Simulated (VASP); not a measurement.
# CsCaBr3 (P4/mmm) in VASP: further runs

Runs on CsCaBr3. Level: LDA. Tasks: single point.

All numbers are computed with VASP 6.6.1; they aren't measurements. Logs are shortened: lines on timing, memory, paths and dates and some standing lists are left out, and cuts for length are marked.

**1. The cell of the first run**

Symmetry: P4/mmm, No. 123, tetragonal system. The conventional cell has a = 5.709 Å, b = 5.709 Å, c = 6.008 Å, α = 90.00°, β = 90.00°, γ = 90.00°. Within 5.3 Å of Cs (site symmetry 4/mmm) lie 12 Br at 4.04 to 4.14 Å and 8 Ca at 5.03 Å. Within 3.8 Å of Ca (site symmetry 4/mmm) lie 6 Br at 2.85 to 3.00 Å. Br (site symmetry 4/mmm) has 2 Ca at 3.00 Å within 4.0 Å. Within 3.8 Å of Br (site symmetry mmm) lie 2 Ca at 2.85 Å.

**2. Single point, LDA (strain +0.0525 x Voigt [0, 1, 0, 0, 0, 0])**

Contents of INCAR:

```
SYSTEM = CsCaBr3
PREC = Accurate
ENCUT = 520
EDIFF = 1E-6
ISMEAR = 0
SIGMA = 0.05
LREAL = .False.
LASPH = .True.
NELM = 100
ALGO = Normal
ISIF = 2
LWAVE = .False.
LCHARG = .False.
NBANDS = 28
```

Contents of KPOINTS:

```
regular mesh
0
Gamma
  4 4 4
  0 0 0
```

Contents of POSCAR:

```
CsCaBr3
1.0
    5.7086657300      0.0000000000      0.0000000000
    0.0000000000      6.0083706808      0.0000000000
    0.0000000000      0.0000000000      5.7086657300
Cs Ca Br
1 1 3
Direct
    0.0000000000      0.0000000000      0.0000000000
    0.5000000000      0.5000000000      0.5000000000
    0.5000000000      0.0000000000      0.5000000000
    0.0000000000      0.5000000000      0.5000000000
    0.5000000000      0.5000000000      0.0000000000
```

Potentials or basis: VASP PAW LDA potentials, release 64 (Cs_sv, Ca_sv, Br).

On the command line:

```
$ cat potpaw_LDA.64/Cs_sv/POTCAR potpaw_LDA.64/Ca_sv/POTCAR potpaw_LDA.64/Br/POTCAR > POTCAR
$ mpirun -np 1 vasp_std > vasp.out
```

OUTCAR:

```text
SYSTEM = CsCaBr3
   PREC = Accurate
   ENCUT = 520
   EDIFF = 1E-6
   ISMEAR = 0
   LREAL = .False.
   LASPH = .True.
   NELM = 100
   ISIF = 2

 ion  position               nearest neighbor table
   1  0.000  0.000  0.000-
   2  0.500  0.500  0.500-   4 2.85   5 2.85   5 2.85   4 2.85
   3  0.500  0.000  0.500-
   4  0.000  0.500  0.500-   2 2.85   2 2.85
   5  0.500  0.500  0.000-   2 2.85   2 2.85

  LATTYP: Found a simple tetragonal cell.
 ALAT       =     5.7086657300
 C/A-ratio  =     1.0525000000

  Lattice vectors:

 A1 = (  -5.7086657300,   0.0000000000,   0.0000000000)
 A2 = (   0.0000000000,   0.0000000000,   5.7086657300)
 A3 = (   0.0000000000,   6.0083706808,   0.0000000000)

Analysis of symmetry for initial positions (statically):
=====================================================================
 Subroutine PRICEL returns:
 Original cell was already a primitive cell.

 Routine SETGRP: Setting up the symmetry group for a
 simple tetragonal supercell.

 Subroutine GETGRP returns: Found 16 space group operations
 (whereof 16 operations were pure point group operations)
 out of a pool of 16 trial point group operations.

The static configuration has the point symmetry D_4h.

Analysis of symmetry for dynamics (positions and initial velocities):
=====================================================================
 Subroutine PRICEL returns:
 Original cell was already a primitive cell.

 Routine SETGRP: Setting up the symmetry group for a
 simple tetragonal supercell.

 Subroutine GETGRP returns: Found 16 space group operations
 (whereof 16 operations were pure point group operations)
 out of a pool of 16 trial point group operations.

The dynamic configuration has the point symmetry D_4h.

 Subroutine INISYM returns: Found 16 space group operations
 (whereof 16 operations are pure point group operations),
 and found     1 'primitive' translations

----------------------------------------------------------------------------------------

                                     Primitive cell

  volume of cell :     195.8060

  direct lattice vectors                    reciprocal lattice vectors
     5.708665730  0.000000000  0.000000000     0.175172281  0.000000000  0.000000000
     0.000000000  6.008370681  0.000000000     0.000000000  0.166434472  0.000000000
     0.000000000  0.000000000  5.708665730     0.000000000  0.000000000  0.175172281

  length of vectors
     5.708665730  6.008370681  5.708665730     0.175172281  0.166434472  0.175172281

  position of ions in fractional coordinates (direct lattice)
     0.000000000  0.000000000  0.000000000
     0.500000000  0.500000000  0.500000000
     0.500000000  0.000000000  0.500000000
     0.000000000  0.500000000  0.500000000
     0.500000000  0.500000000  0.000000000

  ion indices of the primitive-cell ions
   primitive index   ion index
                 1           1
                 2           2
                 3           3
                 4           4
                 5           5

----------------------------------------------------------------------------------------

 KPOINTS: regular mesh

Automatic generation of k-mesh.
 Grid dimensions read from file:
 generate k-points for:    4    4    4

 Generating k-lattice:

  Cartesian coordinates                     Fractional coordinates (reciprocal lattice)
     0.043793070  0.000000000  0.000000000     0.250000000  0.000000000  0.000000000
     0.000000000  0.041608618  0.000000000     0.000000000  0.250000000  0.000000000
     0.000000000  0.000000000  0.043793070     0.000000000  0.000000000  0.250000000

  Length of vectors
     0.043793070  0.041608618  0.043793070

  Shift w.r.t. Gamma in fractional coordinates (k-lattice)
     0.000000000  0.000000000  0.000000000

 Subroutine IBZKPT returns following result:
 ===========================================

 Found     18 irreducible k-points:

 Following reciprocal coordinates:
            Coordinates               Weight
  0.000000  0.000000  0.000000      1.000000
  0.250000  0.000000  0.000000      4.000000
  0.500000  0.000000  0.000000      2.000000
  0.000000  0.250000  0.000000      2.000000
  0.250000  0.250000  0.000000      8.000000
  0.500000  0.250000  0.000000      4.000000
[... 10 lines left out ...]
  0.500000  0.250000  0.500000      2.000000
  0.500000  0.500000  0.500000      1.000000
   k-points           NKPTS =     18   k-points in BZ     NKDIM =     18   number of bands    NBANDS=     28
   number of dos      NEDOS =    301   number of ions     NIONS =      5
   total plane-waves  NPLWV =  84672
   dimension x,y,z NGX =    42 NGY =   48 NGZ =   42
   dimension x,y,z NGXF=    84 NGYF=   96 NGZF=   84
   ions per type =               1   1   3
   NGX,Y,Z   is equivalent  to a cutoff of  12.23, 13.28, 12.23 a.u.
   NGXF,Y,Z  is equivalent  to a cutoff of  24.46, 26.56, 24.46 a.u.
 SYSTEM =  CsCaBr3
   PREC   = accura    normal or accurate (medium, high low for compatibility)
   ISTART =      0    job   : 0-new  1-cont  2-samecut
   ICHARG =      2    charge: 1-file 2-atom 10-const
   ISPIN  =      1    spin polarized calculation?
   LNONCOLLINEAR =      F non collinear calculations
   LSORBIT =      F    spin-orbit coupling
   LASPH  =      T    aspherical Exc in radial PAW
   ENCUT  =  520.0 eV  38.22 Ry    6.18 a.u.  10.61 11.17 10.61*2*pi/ulx,y,z
   NELM   =    100;   NELMIN=  2; NELMDL= -5     # of ELM steps
   EDIFF  = 0.1E-05   stopping-criterion for ELM
   LREAL  =      F    real-space projection
   EDIFFG = 0.1E-04   stopping-criterion for IOM
   NSW    =      0    number of steps for IOM
   IBRION =     -1    ionic relax: 0-MD 1-quasi-New 2-CG
   NFREE  =      0    steps in history (QN), initial steepest desc. (CG)
   ISIF   =      2    stress and relaxation
   ISYM   =      2    0-nonsym 1-usesym 2-fastsym
   POTIM  = 0.5000    time-step for ionic-motion
   TEBEG  =    0.0;   TEEND  =   0.0 temperature during run
   PSTRESS=    0.0 pullay stress
   NELECT =      40.0000    total number of electrons
   NUPDOWN=      -1.0000    fix difference up-down
   EMIN   =  10.00;   EMAX   =-10.00  energy-range for DOS
   EFERMI =   0.00;   METHOD = LEGACY
   ISMEAR =     0;   SIGMA  =   0.05  broadening in eV -4-tet -1-fermi 0-gaus
   EFERMI_NEDOS =   21; number of points for ismear=-14 and -15
   IALGO  =     38    algorithm
   IMIX   =      4    mixing-type and parameters
     AMIX     =   0.40;   BMIX     =  1.00
     AMIX_MAG =   1.60;   BMIX_MAG =  1.00
  volume/ion in A,a.u.               =      39.16       264.27
  Fermi-wavevector in a.u.,A,eV,Ry     =   0.964168  1.822014 12.648255  0.929621
  Thomas-Fermi vector in A             =   2.093776
   LORBIT       =      0    0 simple, 1 ext, 2 COOP (PROOUT), +10 PAW based schemes
   GGA     = CA    functional components
   LHFCALC =     F    Hartree Fock is set to
   AEXX    =    0.0000 exact exchange contribution
   IVDW    =     0    specifies the selected vdW correction
   LEPSILON=     F    determine dielectric tensor
   LRPA    =     F    only Hartree local field effects (RPA)
 non-spin polarized calculation
 Gauss-broadening in eV      SIGMA  =   0.05
  energy-cutoff  :      520.00
  volume of cell :      195.81
 maximum number of plane-waves:      5310
   NGX = 21   NGY = 23   NGZ = 21

 number of electron      40.0000001 magnetization

 Free energy of the ion-electron system (eV)
  ---------------------------------------------------
  ext. energy  EPLUGINS =         0.00000000
  ---------------------------------------------------
  free energy    TOTEN  =       -19.36326116 eV

  energy without entropy =      -19.36326116  energy(sigma->0) =      -19.36326116

 E-fermi :  -0.6484     XC(G=0):  -7.9729

 val. band max:       -0.9036511351   @ k =   0.5000   0.5000   0.5000
 cond. band min:       2.9853880034   @ k =   0.0000   0.0000   0.0000
 fundamental gap:      3.8890391386
 Fermi energy:        -0.6483992179

 k-point     1 :       0.0000    0.0000    0.0000
  band No.  band energies     occupation
      1     -39.6550      2.00000
      2     -20.9790      2.00000
      3     -20.9790      2.00000
      4     -20.9677      2.00000
      5     -20.6610      2.00000
      6     -13.9289      2.00000
[... 20 lines left out ...]
     27       4.7618      0.00000
     28       4.8204      0.00000

 k-point     2 :       0.2500    0.0000    0.0000
  band No.  band energies     occupation
      1     -39.6550      2.00000
      2     -20.9883      2.00000
      3     -20.9789      2.00000
      4     -20.9676      2.00000
      5     -20.6600      2.00000
      6     -13.8741      2.00000
[... 20 lines left out ...]
     27       5.0293      0.00000
     28       5.0996      0.00000

 k-point     3 :       0.5000    0.0000    0.0000
  band No.  band energies     occupation
      1     -39.6550      2.00000
      2     -20.9976      2.00000
      3     -20.9787      2.00000
      4     -20.9675      2.00000
      5     -20.6590      2.00000
      6     -13.8174      2.00000
[... 20 lines left out ...]
     27       5.7202      0.00000
     28       5.8646      0.00000

 k-point     4 :       0.0000    0.2500    0.0000
  band No.  band energies     occupation
      1     -39.6550      2.00000
      2     -20.9789      2.00000
      3     -20.9789      2.00000
      4     -20.9719      2.00000
      5     -20.6604      2.00000
      6     -13.9099      2.00000
[... 20 lines left out ...]
     27       4.8788      0.00000
     28       5.1045      0.00000

 k-point     5 :       0.2500    0.2500    0.0000
  band No.  band energies     occupation
      1     -39.6550      2.00000
      2     -20.9882      2.00000
      3     -20.9788      2.00000
      4     -20.9717      2.00000
      5     -20.6596      2.00000
      6     -13.8542      2.00000
[... 20 lines left out ...]
     27       5.3668      0.00000
     28       5.5127      0.00000

 k-point     6 :       0.5000    0.2500    0.0000
  band No.  band energies     occupation
      1     -39.6550      2.00000
      2     -20.9974      2.00000
      3     -20.9787      2.00000
      4     -20.9716      2.00000
      5     -20.6588      2.00000
      6     -13.7957      2.00000
[... 277 lines left out ...]
      5     -20.6579      2.00000
      6     -13.7184      2.00000
[... 20 lines left out ...]
     27       5.5361      0.00000
     28       5.9714      0.00000

 k-point    16 :       0.5000    0.0000    0.5000
  band No.  band energies     occupation
      1     -39.6549      2.00000
      2     -20.9971      2.00000
      3     -20.9971      2.00000
      4     -20.9672      2.00000
      5     -20.6578      2.00000
      6     -13.6646      2.00000
[... 20 lines left out ...]
     27       6.3237      0.00000
     28       6.3237      0.00000

 k-point    17 :       0.5000    0.2500    0.5000
  band No.  band energies     occupation
      1     -39.6549      2.00000
      2     -20.9970      2.00000
      3     -20.9970      2.00000
      4     -20.9713      2.00000
      5     -20.6575      2.00000
      6     -13.6628      2.00000
[... 20 lines left out ...]
     27       5.5024      0.00000
     28       5.8887      0.00000

 k-point    18 :       0.5000    0.5000    0.5000
  band No.  band energies     occupation
      1     -39.6549      2.00000
      2     -20.9970      2.00000
      3     -20.9970      2.00000
      4     -20.9754      2.00000
      5     -20.6572      2.00000
      6     -13.6609      2.00000
[... 20 lines left out ...]
     27       5.2952      0.00000
     28       6.7010      0.00000

------------------------ aborting loop because EDIFF is reached ----------------------------------------

  FORCE on cell =-STRESS in cart. coord.  units (eV):
  Direction    XX          YY          ZZ          XY          YZ          ZX
  --------------------------------------------------------------------------------------
  -------------------------------------------------------------------------------------
  Total       -2.7578409     -4.2607519     -2.7578409     -0.0000000      0.0000000      0.0000000
  in kB      -22.5659620    -34.8634917    -22.5659620     -0.0000000      0.0000000      0.0000000
  external PRESSURE =     -26.6651385 kB  Pullay stress =       0.0000000 kB

 VOLUME and BASIS-vectors are now :
 -----------------------------------------------------------------------------
  energy-cutoff  :      520.00
  volume of cell :      195.81
      direct lattice vectors                 reciprocal lattice vectors
     5.708665730  0.000000000  0.000000000     0.175172281  0.000000000  0.000000000
     0.000000000  6.008370681  0.000000000     0.000000000  0.166434472  0.000000000
     0.000000000  0.000000000  5.708665730     0.000000000  0.000000000  0.175172281

 POSITION                                       TOTAL-FORCE (eV/Angst)
 -----------------------------------------------------------------------------------
      0.00000      0.00000      0.00000         0.000000      0.000000      0.000000
      2.85433      3.00419      2.85433         0.000000      0.000000      0.000000
      2.85433      0.00000      2.85433         0.000000      0.000000      0.000000
      0.00000      3.00419      2.85433         0.000000      0.000000      0.000000
      2.85433      3.00419      0.00000         0.000000      0.000000      0.000000
 -----------------------------------------------------------------------------------
    total drift:                                0.000000     -0.000000     -0.000000

  FREE ENERGIE OF THE ION-ELECTRON SYSTEM (eV)
  ---------------------------------------------------
  free  energy   TOTEN  =       -19.3632611629 eV

  energy  without entropy=      -19.3632611629  energy(sigma->0) =      -19.36326116
```

Wall time 1.8 min (1 thread of Intel Xeon 6975P-C, shared host); peak memory 0.29 GiB.

Results:

| Quantity | Value |
| --- | --- |
| Free energy | -19.3633 eV |
| Pressure | -2.7 GPa |
| Band gap on the k mesh | 3.89 eV, indirect (least direct gap 4.19 eV) |

Stress tensor (GPa, compression positive):
```
-2.26  0.00  0.00
 0.00 -3.49  0.00
 0.00  0.00 -2.26
```

Caveat: the cell differs from its parent crystal (strain +0.0525 x Voigt [0, 1, 0, 0, 0, 0]); spin-orbit coupling is left out, which moves the levels of the heavy elements.

**3. Single point, LDA (strain +0.0600 x Voigt [0, 1, 0, 0, 0, 0])**

Contents of INCAR:

```
PREC = Accurate ; ENCUT = 520
EDIFF = 1E-6 ; ISMEAR = 0
SIGMA = 0.05 ; LREAL = F
LASPH = T ; NELM = 100
ALGO = Normal ; ISIF = 2
LWAVE = F ; LCHARG = T
LELF = T ; LVHAR = T
NBANDS = 28
```

Contents of KPOINTS:

```
regular mesh
0
Gamma
  4 4 4
```

Changes to POSCAR since step 2:

```diff
@@ -3,3 +3,3 @@
     5.7086657300      0.0000000000      0.0000000000
-    0.0000000000      6.0083706808      0.0000000000
+    0.0000000000      6.0511856738      0.0000000000
     0.0000000000      0.0000000000      5.7086657300
```

Potentials or basis: VASP PAW LDA potentials, release 64 (Cs_sv, Ca_sv, Br).

On the command line:

```
$ cat potpaw_LDA.64/Cs_sv/POTCAR potpaw_LDA.64/Ca_sv/POTCAR potpaw_LDA.64/Br/POTCAR > POTCAR
$ mpirun -np 1 vasp_std > vasp.out
```

It took 1.8 min on 1 thread of Intel Xeon 6975P-C, shared host; peak memory 0.29 GiB.

Results (log left out):

- Free energy: -19.3324 eV
- Pressure: -2.7 GPa
- Band gap on the k mesh: 3.86 eV, indirect (least direct gap 4.16 eV)

Stress tensor (GPa, compression positive):
```
-2.29  0.00  0.00
 0.00 -3.62  0.00
 0.00  0.00 -2.29
```

Levels at points of the mesh, in eV from the valence-band top:
```tsv
k point	band 16	band 17	band 18	band 19	band 20	band 21	band 22	band 23	band 24	band 25
(0.00, 0.00, 0.00)	-0.54	-0.54	-0.31	-0.30	-0.30	3.86	4.46	4.46	4.46	5.33
(0.50, 0.00, 0.00)	-0.93	-0.90	-0.73	-0.47	-0.45	4.65	5.10	5.54	5.60	5.69
(0.00, 0.50, 0.00)	-0.73	-0.71	-0.71	-0.44	-0.44	4.59	5.32	5.32	5.39	5.63
(0.50, 0.50, 0.00)	-0.97	-0.85	-0.84	-0.82	-0.11	5.35	5.55	5.64	5.96	6.61
(0.50, 0.00, 0.50)	-1.02	-1.02	-0.69	-0.69	-0.01	5.32	5.62	5.62	6.10	6.75
(0.50, 0.50, 0.50)	-1.42	-1.26	-0.08	-0.08	0.00	5.59	5.59	5.59	5.80	6.07
```

Caveat: the cell differs from its parent crystal (strain +0.0600 x Voigt [0, 1, 0, 0, 0, 0]); spin-orbit coupling is left out, which moves the levels of the heavy elements.
